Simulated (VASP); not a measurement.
# Os3C2 (Pm-3m) in VASP: a series of runs, part 2 of 2

VASP 6.6.1. Earlier steps stand in the parts before.

### 3 Single point, PBE

This run uses another cell than the first one, of 14.11 Å³/atom.

INCAR reads:

```
SYSTEM = Os3C2
PREC     = Accurate       ! precision mode
ENCUT    = 600            ! plane-wave cutoff, eV
EDIFF    = 1E-6           ! SCF threshold, eV
ISMEAR   = 0              ! smearing method
SIGMA    = 0.1            ! smearing width, eV
LREAL    = .FALSE.        ! projectors in reciprocal space
LASPH    = .TRUE.         ! aspherical terms in the spheres
NELM     = 120            ! most SCF steps
ALGO     = Normal         ! electronic algorithm
ISIF     = 2              ! what is computed and relaxed
LWAVE    = .FALSE.        ! write WAVECAR
LCHARG   = .TRUE.         ! write CHGCAR
GGA      = PE             ! functional
LELF     = .TRUE.         ! ELF
LVHAR    = .TRUE.       
NBANDS   = 24             ! bands
GGA_COMPAT= .FALSE.
```

KPOINTS reads:

```
Automatic mesh
0
G
  4 4 4
  0 0 0
```

POSCAR reads:

```
Os3C2
1.0
    4.1321090000      0.0000000000      0.0000000000
    0.0000000000      4.1321090000      0.0000000000
    0.0000000000      0.0000000000      4.1321090000
Os C
3 2
Direct
    0.5000000000      0.0000000000      0.0000000000
    0.0000000000      0.5000000000      0.0000000000
    0.0000000000      0.0000000000      0.5000000000
    0.5000000000      0.5000000000      0.5000000000
    0.0000000000      0.0000000000      0.0000000000
```

Potentials or basis: VASP PAW PBE potentials, release 64 (Os, C).

The run is started by

```
> cat potpaw_PBE.64/Os/POTCAR potpaw_PBE.64/C/POTCAR > POTCAR
> mpirun -np 1 vasp_std > vasp.out
```

OUTCAR:

```text
SYSTEM = Os3C2
   PREC = Accurate
   ENCUT = 600
   EDIFF = 1E-6
   ISMEAR = 0
   LREAL = .FALSE.
   LASPH = .TRUE.
   NELM = 120
   ISIF = 2
   GGA = PE

 ion  position               nearest neighbor table
   1  0.500  0.000  0.000-   5 2.07   5 2.07   2 2.92   3 2.92   2 2.92   2 2.92   3 2.92   3 2.92
                             3 2.92   2 2.92
   2  0.000  0.500  0.000-   5 2.07   5 2.07   1 2.92   3 2.92   1 2.92   3 2.92   3 2.92   3 2.92
                             1 2.92   1 2.92
   3  0.000  0.000  0.500-   5 2.07   5 2.07   1 2.92   1 2.92   2 2.92   2 2.92   2 2.92   2 2.92
                             1 2.92   1 2.92
   4  0.500  0.500  0.500-
   5  0.000  0.000  0.000-   1 2.07   2 2.07   3 2.07   3 2.07   2 2.07   1 2.07

  LATTYP: Found a simple cubic cell.
 ALAT       =     4.1321090000

  Lattice vectors:

 A1 = (   4.1321090000,   0.0000000000,   0.0000000000)
 A2 = (   0.0000000000,   4.1321090000,   0.0000000000)
 A3 = (   0.0000000000,   0.0000000000,   4.1321090000)

Analysis of symmetry for initial positions (statically):
=====================================================================
 Subroutine PRICEL returns:
 Original cell was already a primitive cell.

 Routine SETGRP: Setting up the symmetry group for a
 simple cubic supercell.

 Subroutine GETGRP returns: Found 48 space group operations
 (whereof 48 operations were pure point group operations)
 out of a pool of 48 trial point group operations.

The static configuration has the point symmetry O_h .

Analysis of symmetry for dynamics (positions and initial velocities):
=====================================================================
 Subroutine PRICEL returns:
 Original cell was already a primitive cell.

 Routine SETGRP: Setting up the symmetry group for a
 simple cubic supercell.

 Subroutine GETGRP returns: Found 48 space group operations
 (whereof 48 operations were pure point group operations)
 out of a pool of 48 trial point group operations.

The dynamic configuration has the point symmetry O_h .

 Subroutine INISYM returns: Found 48 space group operations
 (whereof 48 operations are pure point group operations),
 and found     1 'primitive' translations

----------------------------------------------------------------------------------------

                                     Primitive cell

  volume of cell :      70.5530

  direct lattice vectors                    reciprocal lattice vectors
     4.132109000  0.000000000  0.000000000     0.242007169  0.000000000  0.000000000
     0.000000000  4.132109000  0.000000000     0.000000000  0.242007169  0.000000000
     0.000000000  0.000000000  4.132109000     0.000000000  0.000000000  0.242007169

  length of vectors
     4.132109000  4.132109000  4.132109000     0.242007169  0.242007169  0.242007169

  position of ions in fractional coordinates (direct lattice)
     0.500000000  0.000000000  0.000000000
     0.000000000  0.500000000  0.000000000
     0.000000000  0.000000000  0.500000000
     0.500000000  0.500000000  0.500000000
     0.000000000  0.000000000  0.000000000
[... 31 lines left out ...]
 ===========================================

 Found     10 irreducible k-points:

 Following reciprocal coordinates:
            Coordinates               Weight
  0.000000  0.000000  0.000000      1.000000
  0.250000  0.000000  0.000000      6.000000
  0.500000  0.000000  0.000000      3.000000
  0.250000  0.250000  0.000000     12.000000
  0.500000  0.250000  0.000000     12.000000
  0.500000  0.500000  0.000000      3.000000
  0.250000  0.250000  0.250000      8.000000
  0.500000  0.250000  0.250000     12.000000
  0.500000  0.500000  0.250000      6.000000
  0.500000  0.500000  0.500000      1.000000
   k-points           NKPTS =     10   k-points in BZ     NKDIM =     10   number of bands    NBANDS=     24
   number of dos      NEDOS =    301   number of ions     NIONS =      5
   total plane-waves  NPLWV =  46656
   dimension x,y,z NGX =    36 NGY =   36 NGZ =   36
   dimension x,y,z NGXF=    72 NGYF=   72 NGZF=   72
   ions per type =               3   2
   NGX,Y,Z   is equivalent  to a cutoff of  14.48, 14.48, 14.48 a.u.
   NGXF,Y,Z  is equivalent  to a cutoff of  28.97, 28.97, 28.97 a.u.
 SYSTEM =  Os3C2
   PREC   = accura    normal or accurate (medium, high low for compatibility)
   ISTART =      0    job   : 0-new  1-cont  2-samecut
   ICHARG =      2    charge: 1-file 2-atom 10-const
   ISPIN  =      1    spin polarized calculation?
   LNONCOLLINEAR =      F non collinear calculations
   LSORBIT =      F    spin-orbit coupling
   LASPH  =      T    aspherical Exc in radial PAW
   ENCUT  =  600.0 eV  44.10 Ry    6.64 a.u.   8.25  8.25  8.25*2*pi/ulx,y,z
   NELM   =    120;   NELMIN=  2; NELMDL= -5     # of ELM steps
   EDIFF  = 0.1E-05   stopping-criterion for ELM
   LREAL  =      F    real-space projection
   EDIFFG = 0.1E-04   stopping-criterion for IOM
   NSW    =      0    number of steps for IOM
   IBRION =     -1    ionic relax: 0-MD 1-quasi-New 2-CG
   NFREE  =      0    steps in history (QN), initial steepest desc. (CG)
   ISIF   =      2    stress and relaxation
   ISYM   =      2    0-nonsym 1-usesym 2-fastsym
   POTIM  = 0.5000    time-step for ionic-motion
   TEBEG  =    0.0;   TEEND  =   0.0 temperature during run
   PSTRESS=    0.0 pullay stress
   NELECT =      32.0000    total number of electrons
   NUPDOWN=      -1.0000    fix difference up-down
   EMIN   =  10.00;   EMAX   =-10.00  energy-range for DOS
   EFERMI =   0.00;   METHOD = LEGACY
   ISMEAR =     0;   SIGMA  =   0.10  broadening in eV -4-tet -1-fermi 0-gaus
   EFERMI_NEDOS =   21; number of points for ismear=-14 and -15
   IALGO  =     38    algorithm
   IMIX   =      4    mixing-type and parameters
     AMIX     =   0.40;   BMIX     =  1.00
     AMIX_MAG =   1.60;   BMIX_MAG =  1.00
  volume/ion in A,a.u.               =      14.11        95.22
  Fermi-wavevector in a.u.,A,eV,Ry     =   1.257824  2.376942 21.526051  1.582120
  Thomas-Fermi vector in A             =   2.391463
   LORBIT       =      0    0 simple, 1 ext, 2 COOP (PROOUT), +10 PAW based schemes
   GGA     = PE    functional components
   LHFCALC =     F    Hartree Fock is set to
   AEXX    =    0.0000 exact exchange contribution
   IVDW    =     0    specifies the selected vdW correction
   LEPSILON=     F    determine dielectric tensor
   LRPA    =     F    only Hartree local field effects (RPA)
 non-spin polarized calculation
 Gauss-broadening in eV      SIGMA  =   0.10
  energy-cutoff  :      600.00
  volume of cell :       70.55
 maximum number of plane-waves:      2373
 NGX is ok and might be reduce to    36
   NGX = 17   NGY = 17   NGZ = 17

 number of electron      31.9999998 magnetization

 Free energy of the ion-electron system (eV)
  ---------------------------------------------------
  ext. energy  EPLUGINS =         0.00000000
  ---------------------------------------------------
  free energy    TOTEN  =       -42.35581905 eV

  energy without entropy =      -42.32642500  energy(sigma->0) =      -42.34112203

 E-fermi :   6.0000     XC(G=0): -12.3034

 val. band max:        5.9794248963   @ k =   0.5000   0.2500   0.0000
 cond. band min:       6.0913267005   @ k =   0.5000   0.5000   0.5000
 fundamental gap:      0.1119018043
 Fermi energy:         5.9999645627

 k-point     1 :       0.0000    0.0000    0.0000
  band No.  band energies     occupation
      1      -8.9553      2.00000
      2      -4.2939      2.00000
      3       1.2725      2.00000
      4       1.2725      2.00000
      5       1.2725      2.00000
      6       2.1338      2.00000
[... 259 lines left out ...]
     23       9.7961      0.00000
     24      12.1406      0.00000

------------------------ aborting loop because EDIFF is reached ----------------------------------------

  FORCE on cell =-STRESS in cart. coord.  units (eV):
  Direction    XX          YY          ZZ          XY          YZ          ZX
  --------------------------------------------------------------------------------------
  -------------------------------------------------------------------------------------
  Total       -9.0373926     -9.0373926     -9.0373926      0.0000000      0.0000000      0.0000000
  in kB     -205.2288558   -205.2288558   -205.2288558      0.0000000      0.0000000      0.0000000
  external PRESSURE =    -205.2288558 kB  Pullay stress =       0.0000000 kB

 VOLUME and BASIS-vectors are now :
 -----------------------------------------------------------------------------
  energy-cutoff  :      600.00
  volume of cell :       70.55
      direct lattice vectors                 reciprocal lattice vectors
     4.132109000  0.000000000  0.000000000     0.242007169  0.000000000  0.000000000
     0.000000000  4.132109000  0.000000000     0.000000000  0.242007169  0.000000000
     0.000000000  0.000000000  4.132109000     0.000000000  0.000000000  0.242007169

 POSITION                                       TOTAL-FORCE (eV/Angst)
 -----------------------------------------------------------------------------------
      2.06605      0.00000      0.00000         0.000000      0.000000      0.000000
      0.00000      2.06605      0.00000         0.000000      0.000000      0.000000
      0.00000      0.00000      2.06605         0.000000      0.000000      0.000000
      2.06605      2.06605      2.06605         0.000000      0.000000      0.000000
      0.00000      0.00000      0.00000         0.000000      0.000000      0.000000
 -----------------------------------------------------------------------------------
    total drift:                                0.000000      0.000000     -0.000000

  FREE ENERGIE OF THE ION-ELECTRON SYSTEM (eV)
  ---------------------------------------------------
  free  energy   TOTEN  =       -42.3558190498 eV

  energy  without entropy=      -42.3264250004  energy(sigma->0) =      -42.34112203
```

It took 35 s on 1 thread of Intel Xeon 8259CL, shared host; peak memory 0.21 GiB.

Results:

- Free energy: -42.3558 eV
- Pressure: -20.5 GPa
- Band gap on the k mesh: zero (bands 16 and 17 overlap by 0.71 eV)

Levels at points of the mesh, in eV from the Fermi level:
```csv
k point,band 12,band 13,band 14,band 15,band 16,band 17,band 18,band 19,band 20,band 21
"(0.00, 0.00, 0.00)",-0.62,-0.62,-0.62,-0.55,-0.55,-0.55,-0.49,-0.49,1.66,1.76
"(0.50, 0.00, 0.00)",-1.18,-1.12,-1.12,-0.98,-0.55,-0.13,1.50,1.50,1.76,1.79
"(0.50, 0.50, 0.00)",-2.18,-0.97,-0.92,-0.62,-0.58,0.23,1.44,1.44,2.45,2.69
"(0.50, 0.50, 0.50)",-2.39,-2.39,-2.39,-1.46,0.09,0.09,1.45,1.45,1.45,3.80
```

Caveat: the k points lie up to 0.38 Å⁻¹ apart, too coarse for converged energies and pressures of a metal; spin-orbit coupling is left out, which moves the levels of the heavy elements.

### 4 Relaxation of cell and atoms, PBE

This run uses another cell than the first one, of 14.11 Å³/atom.

INCAR reads:

```
SYSTEM = Os3C2
PREC = Accurate ; ENCUT = 600
EDIFF = 1E-7 ; ISMEAR = 0
SIGMA = 0.1 ; LREAL = .FALSE.
LASPH = .TRUE. ; NELM = 120
ALGO = Normal ; ISIF = 3
LWAVE = .FALSE. ; LCHARG = .FALSE.
GGA = PE ; IBRION = 2
NSW = 90 ; EDIFFG = -0.04
GGA_COMPAT = .FALSE. ; NELMIN = 4
```

KPOINTS is that of step 3.

POSCAR is that of step 3.

The run is started by

```
> cat potpaw_PBE.64/Os/POTCAR potpaw_PBE.64/C/POTCAR > POTCAR
> mpirun -np 1 vasp_std > vasp.out
```

Run time: 1.9 min. Hardware: 1 thread of Intel Xeon 8259CL, shared host; peak memory 0.22 GiB.

Results (log left out):

* Free energy: -42.7724 eV
* Relaxed volume: 12.93 Å³/atom
* Relaxed cell: a = 4.014 Å, b = 4.014 Å, c = 4.014 Å, α = 90.00°, β = 90.00°, γ = 90.00°
* Space group after relaxing (to 0.1 Å): Pm-3m (No. 221)
* Energy gained by relaxing: 83.3 meV/atom
* Ionic steps: 4
* Pressure after relaxing: -0.4 GPa
* Band gap on the k mesh: zero (bands 16 and 17 overlap by 0.91 eV)

The path:
```tsv
step	energy change (eV)	largest force (eV/Å)	pressure (GPa)	volume (Å³)
1	0.0000	0.0000	-20.52	70.55
2	1.8950	0.0000	80.36	53.66
3	-0.4148	0.0000	-1.62	64.95
4	-0.4166	0.0000	-0.38	64.66
```

Final structure:
```
Os C
1.0
     4.01378    0.00000    0.00000
     0.00000    4.01378    0.00000
     0.00000    0.00000    4.01378
Os C
3 2
Cartesian
  2.0069 0.0000 0.0000
  0.0000 2.0069 0.0000
  0.0000 0.0000 2.0069
  2.0069 2.0069 2.0069
  0.0000 0.0000 0.0000
```

Levels at points of the mesh, in eV from the Fermi level:
| k point | band 13 | band 14 | band 15 | band 16 | band 17 | band 18 | band 19 | band 20 |
| --- | --- | --- | --- | --- | --- | --- | --- | --- |
| (0.00, 0.00, 0.00) | -0.75 | -0.75 | -0.72 | -0.72 | -0.72 | -0.52 | -0.52 | 1.94 |
| (0.50, 0.00, 0.00) | -1.30 | -1.30 | -0.88 | -0.60 | -0.12 | 1.66 | 1.66 | 1.98 |
| (0.50, 0.50, 0.00) | -1.09 | -1.05 | -0.65 | -0.62 | 0.28 | 1.63 | 1.63 | 2.72 |
| (0.50, 0.50, 0.50) | -2.70 | -2.70 | -1.43 | 0.11 | 0.11 | 1.70 | 1.70 | 1.70 |

Caveat: the k points lie up to 0.39 Å⁻¹ apart in the final cell, too coarse for converged energies and pressures of a metal; spin-orbit coupling is left out, which moves the levels of the heavy elements.

### 5 The runs side by side

| task | cell | gap on the mesh (eV) | pressure (GPa) |
| --- | --- | --- | --- |
| single point | a = 4.005 Å, 5 atoms | none | 1.5 |
| single point | a = 4.132 Å, 5 atoms | none | -20.5 |
| relaxation of cell and atoms | relaxed from a = 4.132 Å, 5 atoms | none | -0.4 |

Alike in all rows: level PBE; potentials or basis VASP PAW PBE potentials, release 64 (Os, C); no spin polarisation; k mesh 4 × 4 × 4; cutoff (eV) 600; smearing gaussian 0.1 eV.

Caveats: all runs use coarse meshes; spin-orbit coupling is left out, which moves the levels of the heavy elements.

Total energies depend on the potentials used, so only differences within one code and one set of settings carry meaning.
